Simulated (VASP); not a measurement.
Wanted: the native input for a VASP 6.6.1 run.

- Task: relaxation of cell and atoms
- Functional: PBEsol
- Potentials or basis: VASP PAW PBE potentials, release 64 (Pd)
- Cutoff: 600 eV
- k mesh: 18 × 18 × 6
- Occupations: gaussian, width 0.1 eV
- Spin: no spin polarisation
- Target pressure: 2 GPa
- Dipole correction: no
- Further INCAR settings: ALGO = Fast; EDIFF = 1e-06; IBRION = 2; EDIFFG = -0.008; NSW = 70; ISIF = 3

The structure of Pd lies in POSCAR:

```
Pd
1.0
    2.7149276190      0.0000000000      0.0000000000
   -1.3574638095      2.3511962875      0.0000000000
    0.0000000000      0.0000000000      8.9621000569
Pd
4
Direct
    0.0000000000      0.0000000000      0.0000000000
    0.3333333333      0.6666666667      0.2500000000
    0.0000000000      0.0000000000      0.5000000000
    0.6666666667      0.3333333333      0.7500000000
```

One way to write it, as run:

INCAR

```
  PREC = Accurate
  ENCUT = 600
  EDIFF = 1E-6
  ISMEAR = 0
  SIGMA = 0.1
  LREAL = F
  LASPH = T
  NELM = 60
  ALGO = Fast
  ISIF = 3
  LWAVE = F
  LCHARG = F
  GGA = PS
  IBRION = 2
  NSW = 70
  EDIFFG = -0.008
  PSTRESS = 20.0
```

KPOINTS

```
Automatic mesh
0
Gamma
  18 18 6
```

Potentials or basis: VASP PAW PBE potentials, release 64 (Pd).

The run is started by

```bash
$ cat potpaw_PBE.64/Pd/POTCAR > POTCAR
$ mpirun -np 1 vasp_std > vasp.out
```

It gave:

```json
{
 "Relaxed volume": "14.41 Å³/atom",
 "Relaxed cell": "a = 2.722 Å, b = 2.722 Å, c = 8.985 Å, α = 90.00°, β = 90.00°, γ = 120.00°",
 "Space group after relaxing (to 0.05 Å)": "P6_3/mmc (No. 194)",
 "Energy change on relaxing (the enthalpy is what falls)": "-2.0 meV/atom",
 "Ionic steps": "3",
 "Pressure after relaxing": "2.0 GPa"
}
```

Caveat: the cell is relaxed towards a set pressure, so the enthalpy falls and the energy may rise; the PAW data sets were made with another functional, which shifts forces and pressure a little.

Wall time 12 min on 1 thread of Oxide Virtual Turin-like Processor, on a shared host, peak memory 0.31 GiB.
